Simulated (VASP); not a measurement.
A run of VASP 6.6.1 is set up as follows.

Contents of POSCAR:

```
Rh
1.0
    0.0000000000      1.8540112500      1.9015500000
    1.8540112500      0.0000000000      1.9015500000
    1.8540112500      1.8540112500      0.0000000000
Rh
1
Direct
    0.0000000000      0.0000000000      0.0000000000
```

INCAR.step1

```
  PREC = Accurate
  ENCUT = 520
  ISMEAR = 0
  SIGMA = 0.15
  LREAL = False
  LASPH = True
  NELM = 100
  NBANDS = 14
  GGA = PE
  ALGO = Normal
  EDIFF = 1E-4
  LWAVE = True
  LCHARG = False
```

INCAR.step2

```
  PREC = Accurate
  ENCUT = 520
  EDIFF = 1E-7
  ISMEAR = 0
  SIGMA = 0.15
  LREAL = False
  LASPH = True
  NELM = 100
  ALGO = Normal
  ISIF = 2
  LWAVE = False
  LCHARG = False
  METAGGA = R2SCAN
  LMIXTAU = True
  NBANDS = 14
  ISTART = 1
```

Contents of KPOINTS:

```
Automatic mesh
0
Gamma
  22 22 22
```

Potentials or basis: VASP PAW PBE potentials, release 64 (Rh_pv).

Run with:

```bash
$ cat potpaw_PBE.64/Rh_pv/POTCAR > POTCAR
$ cp INCAR.step1 INCAR
$ mpirun -np 1 vasp_std > vasp.out
$ cp INCAR.step2 INCAR
$ mpirun -np 1 vasp_std > vasp.out
```

Question: What does it give for the pressure?

Answer: 17.1 GPa.

Stress tensor (GPa, compression positive):
```
19.51  0.00  0.00
 0.00 19.51  0.00
 0.00  0.00 12.21
```

Caveat: the cell differs from its parent crystal (strain -0.025 along x and y, +0.000 along z); the PAW data sets were made with another functional, which shifts forces and pressure a little.
